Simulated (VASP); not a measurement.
# TiO2 in VASP: further runs, part 2 of 2

VASP 6.6.1.

### Step 3. Single point, r2SCAN+U (strain -0.050 along x and y, -0.025 along z)

POSCAR

```
TiO2
1.0
    2.5505206262     -2.5505263665     -0.0196544933
    2.5505206262      2.5505263665     -0.0196544933
   -2.5161299842      0.0000000000      4.7288493101
Ti O
2 4
Direct
    0.1249948851      0.8750051149      0.2500000000
    0.8750051149      0.1249948851      0.7500000000
    0.3311340192      0.0811285959      0.6622697772
    0.6688659808      0.9188714041      0.3377302228
    0.9188714041      0.6688659808      0.8377302228
    0.0811285959      0.3311340192      0.1622697772
```

INCAR.step1

```
SYSTEM = TiO2
ALGO = Normal
EDIFF = 1E-4
ENCUT = 520
GGA = PE
ISMEAR = 0
LASPH = .TRUE.
LCHARG = .FALSE.
LDAU = .TRUE.
LDAUJ = 0 0
LDAUL = 2 -1
LDAUTYPE = 2
LDAUU = 4 0
LMAXMIX = 4
LREAL = .FALSE.
LWAVE = .TRUE.
NBANDS = 33
NELM = 150
PREC = Accurate
SIGMA = 0.05
```

INCAR.step2

```
SYSTEM = TiO2
ALGO = Normal
EDIFF = 1E-6
ENCUT = 520
ISIF = 2
ISMEAR = 0
ISTART = 1
LASPH = .TRUE.
LCHARG = .FALSE.
LDAU = .TRUE.
LDAUJ = 0 0
LDAUL = 2 -1
LDAUPRINT = 1
LDAUTYPE = 2
LDAUU = 4 0
LMAXMIX = 4
LMIXTAU = .TRUE.
LREAL = .FALSE.
LWAVE = .FALSE.
METAGGA = R2SCAN
NBANDS = 33
NELM = 150
PREC = Accurate
SIGMA = 0.05
```

KPOINTS

```
k-points
0
G
  6 6 6
  0 0 0
```

Potentials or basis: VASP PAW PBE potentials, release 64 (Ti_sv, O).

Started as:

```console
> cat potpaw_PBE.64/Ti_sv/POTCAR potpaw_PBE.64/O/POTCAR > POTCAR
> cp INCAR.step1 INCAR
> mpirun -np 1 vasp_std > vasp.out
> cp INCAR.step2 INCAR
> mpirun -np 1 vasp_std > vasp.out
```

OUTCAR:

```text
SYSTEM = TiO2
   EDIFF = 1E-6
   ENCUT = 520
   ISIF = 2
   ISMEAR = 0
   ISTART = 1
   LASPH = .TRUE.
   LREAL = .FALSE.
   METAGGA = R2SCAN
   NELM = 150
   PREC = Accurate

 ion  position               nearest neighbor table
   1  0.125  0.875  0.250-   4 1.85   6 1.85   6 1.85   4 1.85   3 1.94   5 1.94
   2  0.875  0.125  0.750-   5 1.85   3 1.85   5 1.85   3 1.85   6 1.94   4 1.94
   3  0.331  0.081  0.662-   2 1.85   2 1.85   1 1.94
   4  0.669  0.919  0.338-   1 1.85   1 1.85   2 1.94
   5  0.919  0.669  0.838-   2 1.85   2 1.85   1 1.94
   6  0.081  0.331  0.162-   1 1.85   1 1.85   2 1.94

  Warning from LATTYP: Got some problem with cell dimensions!
  Tried to take original basis but could not verify dimensions!
  LATTYP: Found a base centered monoclinic cell.
 ALAT       =     5.1011927091
 B/A-ratio  =     0.9999725601
 C/A-ratio  =     1.0497092833
 COS(beta)  =    -0.4759677775

  Lattice vectors:

 A1 = (  -2.5505206262,   2.5505263665,   0.0196544933)
 A2 = (  -2.5505206262,  -2.5505263665,   0.0196544933)
 A3 = (   2.5849112682,   0.0000000000,   4.6895403235)

Analysis of symmetry for initial positions (statically):
=====================================================================
 Subroutine PRICEL returns:
 Original cell was already a primitive cell.

 Routine SETGRP: Setting up the symmetry group for a
 base centered monoclinic supercell.

 Subroutine GETGRP returns: Found  4 space group operations
 (whereof  2 operations were pure point group operations)
 out of a pool of  4 trial point group operations.

The static configuration has the point symmetry S_2 .
 The point group associated with its full space group is C_2h.

Analysis of symmetry for dynamics (positions and initial velocities):
=====================================================================
 Subroutine PRICEL returns:
 Original cell was already a primitive cell.

 Routine SETGRP: Setting up the symmetry group for a
 base centered monoclinic supercell.

 Subroutine GETGRP returns: Found  4 space group operations
 (whereof  2 operations were pure point group operations)
 out of a pool of  4 trial point group operations.

The dynamic configuration has the point symmetry S_2 .
 The point group associated with its full space group is C_2h.

 Subroutine INISYM returns: Found  4 space group operations
 (whereof  2 operations are pure point group operations),
 and found     1 'primitive' translations

[... 169 lines left out ...]
  o =  0.1095  v =  0.0075  1.0000 -0.0000  0.0000  0.0000  0.0000  0.0000  0.0000  0.0000  0.0000      0.0000  0.0000  0.0000  0.0000  0.0000  0.0000  0.0000  0.0000  0.0000  0.0000
  o =  0.1095  v =  0.0000  0.0000  0.0000  0.0000  0.0000  0.0000  0.0000  0.0128 -0.9998 -0.0122      0.0000  0.0000  0.0000  0.0000  0.0000  0.0000  0.0000  0.0000  0.0000  0.0000
  o =  0.1095  v =  0.0000  0.0000  0.0128 -0.9998 -0.0122  0.0000  0.0000  0.0000  0.0000  0.0000      0.0000  0.0000  0.0000  0.0000  0.0000  0.0000  0.0000  0.0000  0.0000  0.0000
  o =  0.2585  v =  0.0000 -0.0000 -0.9999 -0.0128 -0.0000  0.0000  0.0000  0.0000  0.0000  0.0000      0.0000  0.0000  0.0000  0.0000  0.0000  0.0000  0.0000  0.0000  0.0000  0.0000
  o =  0.2585  v =  0.0000  0.0000  0.0000  0.0000  0.0000  0.0000 -0.0000 -0.9999 -0.0128 -0.0000      0.0000  0.0000  0.0000  0.0000  0.0000  0.0000  0.0000  0.0000  0.0000  0.0000
  o =  0.2877  v = -1.0000  0.0075 -0.0000  0.0000 -0.0000  0.0000  0.0000  0.0000  0.0000  0.0000      0.0000  0.0000  0.0000  0.0000  0.0000  0.0000  0.0000  0.0000  0.0000  0.0000
  o =  0.2877  v =  0.0000  0.0000  0.0000  0.0000  0.0000 -1.0000  0.0075 -0.0000  0.0000 -0.0000      0.0000  0.0000  0.0000  0.0000  0.0000  0.0000  0.0000  0.0000  0.0000  0.0000

atom =   2  type =  1  l = 2

 onsite density matrix

spin component  1

  0.2876 -0.0013  0.0000 -0.0000  0.0000
 -0.0013  0.1095  0.0000 -0.0000  0.0000
  0.0000  0.0000  0.2585  0.0019  0.0000
 -0.0000 -0.0000  0.0019  0.1095  0.0000
  0.0000  0.0000  0.0000  0.0000  0.1075

spin component  2

  0.2876 -0.0013  0.0000 -0.0000  0.0000
 -0.0013  0.1095  0.0000 -0.0000  0.0000
  0.0000  0.0000  0.2585  0.0019  0.0000
 -0.0000 -0.0000  0.0019  0.1095  0.0000
  0.0000  0.0000  0.0000  0.0000  0.1075

 occupancies and eigenvectors

  o =  0.1075  v = -0.0000 -0.0000  0.0001 -0.0122  0.9999  0.0000  0.0000  0.0000  0.0000  0.0000      0.0000  0.0000  0.0000  0.0000  0.0000  0.0000  0.0000  0.0000  0.0000  0.0000
  o =  0.1075  v =  0.0000  0.0000  0.0000  0.0000  0.0000 -0.0000 -0.0000  0.0001 -0.0122  0.9999      0.0000  0.0000  0.0000  0.0000  0.0000  0.0000  0.0000  0.0000  0.0000  0.0000
  o =  0.1095  v =  0.0000  0.0000  0.0000  0.0000  0.0000  0.0075  1.0000 -0.0000  0.0000  0.0000      0.0000  0.0000  0.0000  0.0000  0.0000  0.0000  0.0000  0.0000  0.0000  0.0000
  o =  0.1095  v =  0.0075  1.0000 -0.0000  0.0000  0.0000  0.0000  0.0000  0.0000  0.0000  0.0000      0.0000  0.0000  0.0000  0.0000  0.0000  0.0000  0.0000  0.0000  0.0000  0.0000
  o =  0.1095  v =  0.0000  0.0000  0.0000  0.0000  0.0000  0.0000  0.0000  0.0128 -0.9998 -0.0122      0.0000  0.0000  0.0000  0.0000  0.0000  0.0000  0.0000  0.0000  0.0000  0.0000
  o =  0.1095  v =  0.0000  0.0000  0.0128 -0.9998 -0.0122  0.0000  0.0000  0.0000  0.0000  0.0000      0.0000  0.0000  0.0000  0.0000  0.0000  0.0000  0.0000  0.0000  0.0000  0.0000
  o =  0.2585  v =  0.0000 -0.0000 -0.9999 -0.0128 -0.0000  0.0000  0.0000  0.0000  0.0000  0.0000      0.0000  0.0000  0.0000  0.0000  0.0000  0.0000  0.0000  0.0000  0.0000  0.0000
  o =  0.2585  v =  0.0000  0.0000  0.0000  0.0000  0.0000  0.0000 -0.0000 -0.9999 -0.0128 -0.0000      0.0000  0.0000  0.0000  0.0000  0.0000  0.0000  0.0000  0.0000  0.0000  0.0000
  o =  0.2877  v = -1.0000  0.0075 -0.0000  0.0000 -0.0000  0.0000  0.0000  0.0000  0.0000  0.0000      0.0000  0.0000  0.0000  0.0000  0.0000  0.0000  0.0000  0.0000  0.0000  0.0000
  o =  0.2877  v =  0.0000  0.0000  0.0000  0.0000  0.0000 -1.0000  0.0075 -0.0000  0.0000 -0.0000      0.0000  0.0000  0.0000  0.0000  0.0000  0.0000  0.0000  0.0000  0.0000  0.0000

 number of electron      48.0000015 magnetization

 Free energy of the ion-electron system (eV)
  ---------------------------------------------------
  ext. energy  EPLUGINS =         0.00000000
  ---------------------------------------------------
  free energy    TOTEN  =       -63.39784384 eV

  energy without entropy =      -63.39784384  energy(sigma->0) =      -63.39784384

 E-fermi :   4.4781     XC(G=0): -12.0659

 val. band max:        4.2239542483   @ k =   0.5000   0.5000   0.0000
 cond. band min:       7.8969008884   @ k =   0.0000   0.0000   0.0000
 fundamental gap:      3.6729466401
 Fermi energy:         4.4781400927

 k-point     1 :       0.0000    0.0000    0.0000
  band No.  band energies     occupation
      1     -54.6169      2.00000
      2     -54.5299      2.00000
      3     -30.1540      2.00000
      4     -29.8241      2.00000
      5     -29.8240      2.00000
      6     -29.7339      2.00000
[... 853 lines left out ...]
     32      12.1910      0.00000
     33      12.3612      0.00000

 [... further k-points ...]

------------------------ aborting loop because EDIFF is reached ----------------------------------------

  FORCE on cell =-STRESS in cart. coord.  units (eV):
  Direction    XX          YY          ZZ          XY          YZ          ZX
  --------------------------------------------------------------------------------------
  -------------------------------------------------------------------------------------
  Total       18.4857018     18.4863896     14.0315013      0.0000000      0.0000000     -0.0120344
  in kB      483.3778814    483.3958675    366.9061355      0.0000000      0.0000000     -0.3146857
  external PRESSURE =     444.5599615 kB  Pullay stress =       0.0000000 kB

 VOLUME and BASIS-vectors are now :
 -----------------------------------------------------------------------------
  energy-cutoff  :      520.00
  volume of cell :       61.27
      direct lattice vectors                 reciprocal lattice vectors
     2.550520626 -2.550526367 -0.019654493     0.196845523 -0.196037966  0.104737726
     2.550520626  2.550526367 -0.019654493     0.196845523  0.196037966  0.104737726
    -2.516129984  0.000000000  4.728849310     0.001636296  0.000000000  0.212338577

 POSITION                                       TOTAL-FORCE (eV/Angst)
 -----------------------------------------------------------------------------------
      1.92149      1.91292      1.16256        -0.000000      0.002329      0.000000
      0.66342     -1.91292      3.52698         0.000000     -0.002329      0.000000
     -0.61487     -0.63765      3.12367         0.003414     -0.000752      0.501908
      3.19978      0.63765      1.56587        -0.003414      0.000752     -0.501908
      1.94172     -0.63765      3.93029        -0.003414     -0.000752     -0.501908
      0.64319      0.63765      0.75925         0.003414      0.000752      0.501908
 -----------------------------------------------------------------------------------
    total drift:                               -0.000000     -0.000000      0.000000

  FREE ENERGIE OF THE ION-ELECTRON SYSTEM (eV)
  ---------------------------------------------------
  free  energy   TOTEN  =       -63.3978438441 eV

  energy  without entropy=      -63.3978438441  energy(sigma->0) =      -63.39784384
```

It took 15 min on 1 thread of Oxide Virtual Turin-like, shared host; peak memory 0.22 GiB.

Results:

| Quantity | Value |
| --- | --- |
| Free energy | -63.3978 eV |
| Pressure | 44.5 GPa |
| Largest force | 0.502 eV/Å |
| Band gap on the k mesh | 3.67 eV (least direct gap 3.96 eV) |

Forces in eV/Å, atoms in the order of the input:
```
Ti   0.000  0.002  0.000
Ti   0.000 -0.002  0.000
O    0.003 -0.001  0.502
O   -0.003  0.001 -0.502
O   -0.003 -0.001 -0.502
O    0.003  0.001  0.502
```

Stress tensor (GPa, compression positive):
```
48.34  0.00 -0.03
 0.00 48.34  0.00
-0.03  0.00 36.69
```

Eigenvalues of the final occupation matrices:
```tsv
site	spin	trace	eigenvalues
site 1 d	1	0.87	0.11 0.11 0.11 0.26 0.29
site 1 d	2	0.87	0.11 0.11 0.11 0.26 0.29
site 2 d	1	0.87	0.11 0.11 0.11 0.26 0.29
site 2 d	2	0.87	0.11 0.11 0.11 0.26 0.29
```

Caveat: the cell differs from its parent crystal (strain -0.050 along x and y, -0.025 along z); the stress differs along the axes, from 37 to 48 GPa; the PAW data sets were made with another functional, which shifts forces and pressure a little. A k mesh can miss the band edges.
